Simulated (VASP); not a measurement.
Wanted: the native input for a VASP 6.6.1 run.

```
Task                   : relaxation of shape and atoms at fixed volume
Functional             : PBEsol
Potentials or basis    : VASP PAW PBE potentials, release 64 (P)
Cutoff                 : 600 eV
k mesh                 : 15 × 15 × 15
Occupations            : gaussian, width 0.1 eV
Spin                   : no spin polarisation
Dipole correction      : no
Further INCAR settings : ALGO = Normal; EDIFF = 1e-06; IBRION = 2; EDIFFG = -0.01; NSW = 50; ISIF = 4
```

The structure of P lies in POSCAR:

```
P
1.0
    1.6933530207      0.9776578223      2.8475778889
   -1.6933530207      0.9776578223      2.8475778889
    0.0000000000     -1.9553156446      2.8475778889
P
2
Direct
    0.2356649869      0.2356649869      0.2356649869
    0.7643350131      0.7643350131      0.7643350131
```

These files were run (other wordings do the same):

INCAR

```
SYSTEM = P
PREC     = Accurate       ! precision mode
ENCUT    = 600            ! plane-wave cutoff, eV
EDIFF    = 1E-6           ! SCF threshold, eV
ISMEAR   = 0              ! smearing method
SIGMA    = 0.1            ! smearing width, eV
LREAL    = .FALSE.        ! projectors in reciprocal space
LASPH    = .TRUE.         ! aspherical terms in the spheres
NELM     = 80             ! most SCF steps
ALGO     = Normal         ! electronic algorithm
ISIF     = 4              ! what is computed and relaxed
LWAVE    = .FALSE.        ! write WAVECAR
LCHARG   = .FALSE.        ! write CHGCAR
GGA      = PS             ! functional
IBRION   = 2              ! ionic algorithm
NSW      = 50             ! ionic steps
EDIFFG   = -0.01          ! ionic threshold
```

KPOINTS

```
regular mesh
0
G
  15 15 15
  0 0 0
```

Potentials or basis: VASP PAW PBE potentials, release 64 (P).

The run is started by

```sh
$ cat potpaw_PBE.64/P/POTCAR > POTCAR
$ mpirun -np 1 vasp_std > vasp.out
```

It gave:

* Energy gained by relaxing: 3.5 meV/atom
* Ionic steps: 11
* Pressure after relaxing: 2.9 GPa
* Band gap on the k mesh: zero (bands 5 and 6 overlap by 1.83 eV)

Caveat: the PAW data sets were made with another functional, which shifts forces and pressure a little.

Wall time 3 min on 1 thread of Intel(R) Xeon(R) 6975P-C (Granite Rapids) (shared host), peak memory 0.22 GiB.
